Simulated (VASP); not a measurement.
A run of VASP 6.6.1 is set up as follows.

POSCAR

```
Cs2TlF3
1.0
    4.1035406989      0.0000000028      0.0000000000
   -2.0517703519      3.5537704893      0.0000000000
    0.0000000000      0.0000000000     10.0364016462
Cs Tl F
2 1 3
Direct
    0.3333333333      0.6666666667      0.8238645121
    0.6666666667      0.3333333333      0.1761354879
    0.0000000000      0.0000000000      0.5000000000
    0.3333333333      0.6666666667      0.3513648956
    0.6666666667      0.3333333333      0.6486351044
    0.0000000000      0.0000000000      0.0000000000
```

File INCAR.step1:

```
ALGO = Normal
EDIFF = 1E-4
ENCUT = 520
GGA = PE
ISMEAR = -1
LASPH = True
LCHARG = False
LREAL = False
LWAVE = True
NBANDS = 35
NELM = 80
PREC = Accurate
SIGMA = 0.03
```

INCAR.step2

```
ALGO = Normal
BPARAM = 11.95
CPARAM = 0.0093
EDIFF = 1E-6
ENCUT = 520
ISIF = 2
ISMEAR = -1
ISTART = 1
IVDW_NL = 2
LASPH = True
LCHARG = False
LMIXTAU = True
LREAL = False
LUSE_VDW = True
LWAVE = False
METAGGA = R2SCAN
NBANDS = 35
NELM = 80
PREC = Accurate
SIGMA = 0.03
```

File KPOINTS:

```
k-points
0
Gamma
  6 6 2
```

Potentials or basis: VASP PAW PBE potentials, release 64 (Cs_sv, Tl_d, F).

Command:

```console
$ cat potpaw_PBE.64/Cs_sv/POTCAR potpaw_PBE.64/Tl_d/POTCAR potpaw_PBE.64/F/POTCAR > POTCAR
$ cp INCAR.step1 INCAR
$ mpirun -np 1 vasp_std > vasp.out
$ cp INCAR.step2 INCAR
$ mpirun -np 1 vasp_std > vasp.out
```

Problem. What does it give for the band gap on the k mesh?

Solution. 4.09 eV (least direct gap 4.40 eV).

Problem. What does it give for the pressure?

Solution. 0.1 GPa.

Forces in eV/Å, atoms in the order of the input:
```
Cs   0.000  0.000  0.001
Cs   0.000  0.000 -0.001
Tl   0.000  0.000  0.000
F    0.000  0.000  0.010
F    0.000  0.000 -0.010
F    0.000  0.000  0.000
```

Caveat: the PAW data sets were made with another functional, which shifts forces and pressure a little; spin-orbit coupling is left out, which moves the levels of the heavy elements. A k mesh can miss the band edges.
